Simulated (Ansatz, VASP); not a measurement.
**One calculation of Cu, two programs**

Contents of POSCAR:

```
Cu
1.0
   -1.3706536540      1.3706536540      1.4448855225
    1.3706536540     -1.3706536540      1.4448855225
    1.3706536540      1.3706536540     -1.4448855225
Cu
1
Direct
    0.0000000000      0.0000000000      0.0000000000
```

File INCAR.step1:

```
ALGO = Normal
EDIFF = 1E-4
ENCUT = 520
GGA = PE
ISMEAR = 0
LASPH = T
LCHARG = F
LREAL = F
LWAVE = T
NBANDS = 12
NELM = 100
PREC = Accurate
SIGMA = 0.15
```

The input INCAR.step2:

```
ALGO = Normal
EDIFF = 1E-6
ENCUT = 520
ISIF = 2
ISMEAR = 0
ISTART = 1
LASPH = T
LCHARG = T
LELF = T
LMIXTAU = T
LREAL = F
LVHAR = T
LWAVE = F
METAGGA = R2SCAN
NBANDS = 12
NELM = 100
PREC = Accurate
SIGMA = 0.15
```

The input KPOINTS:

```
k-points
0
Gamma
  24 24 24
```

Input for Ansatz:

```yaml
crystal:
  lattice:
    - [-1.370653654, 1.370653654, 1.4448855225]
    - [1.370653654, -1.370653654, 1.4448855225]
    - [1.370653654, 1.370653654, -1.4448855225]
  atoms:
    - { symbol: Cu, position: [0.0, 0.0, 0.0] }
basis:
  ecutwfc: 500
kpoints:
  mp_grid: { grid: [24, 24, 24] }
hamiltonian:
  xc: r2scan
scf:
  occupations: { method: gaussian, width: 0.15 }
output:
  forces: true
  stress: true
  eigenvalues: true
```

Change from the starting cell: strain -0.050 along x and y, +0.050 along z, atoms carried along.

Alike in both runs: task single point; functional r2SCAN; k mesh 24 × 24 × 24; occupations gaussian, width 0.15 eV; no spin polarisation.

|  | VASP | Ansatz |
| --- | --- | --- |
| version | VASP 6.6.1 | Ansatz 0.2.0 |
| potentials or method | VASP PAW PBE potentials, release 64 (Cu), cutoff 520 eV | scalar-relativistic, plane waves, PAW |
| valence electrons in the cell | 11 | 19 |

```tsv
	VASP	Ansatz	Ansatz less VASP
gap on the k mesh at the Fermi level (eV)	none	none	-
pressure (GPa)	10.8	10.3	-0.58
traceless stress, the component that is largest in VASP (GPa)	0.57	0.54	-0.026
```

VASP's potentials were made for PBE, not for r2SCAN. A gap of «none» marks a metal or a gap that the smearing closes. VASP's potentials hold 11 valence electrons a cell and Ansatz's 19, so a difference there can come from the potentials and not from the codes.
